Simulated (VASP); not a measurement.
A run of VASP 6.6.1:

Contents of INCAR:

```
PREC     = Accurate       # precision mode
ENCUT    = 520            # plane-wave cutoff, eV
EDIFF    = 1E-6           # SCF threshold, eV
ISMEAR   = 0              # smearing method
SIGMA    = 0.1            # smearing width, eV
LREAL    = F              # projectors in reciprocal space
LASPH    = T              # aspherical terms in the spheres
NELM     = 60             # most SCF steps
ALGO     = Normal         # electronic algorithm
ISIF     = 2              # what is computed and relaxed
LWAVE    = F              # write WAVECAR
LCHARG   = F              # write CHGCAR
GGA      = PE             # functional
NBANDS   = 12             # bands
```

KPOINTS

```
regular mesh
0
Gamma
  18 18 18
```

File POSCAR:

```
Nb
1.0
   -1.6555580009      1.6555580009      1.6555580009
    1.6555580009     -1.6555580009      1.6555580009
    1.6555580009      1.6555580009     -1.6555580009
Nb
1
Direct
    0.0000000000      0.0000000000      0.0000000000
```

Potentials or basis: VASP PAW PBE potentials, release 64 (Nb_sv).

Run with:

```bash
$ cat potpaw_PBE.64/Nb_sv/POTCAR > POTCAR
$ mpirun -np 1 vasp_std > vasp.out
```

Hardware: 1 thread of Intel(R) Xeon(R) Platinum 8488C (Sapphire Rapids), on a shared host.

Task: How long does it take, and how much memory?

Result: Run time: 20 s on 1 thread of Intel(R) Xeon(R) Platinum 8488C (Sapphire Rapids), on a shared host, peak memory 0.17 GiB. Counts: scf iterations 12, k points 195.
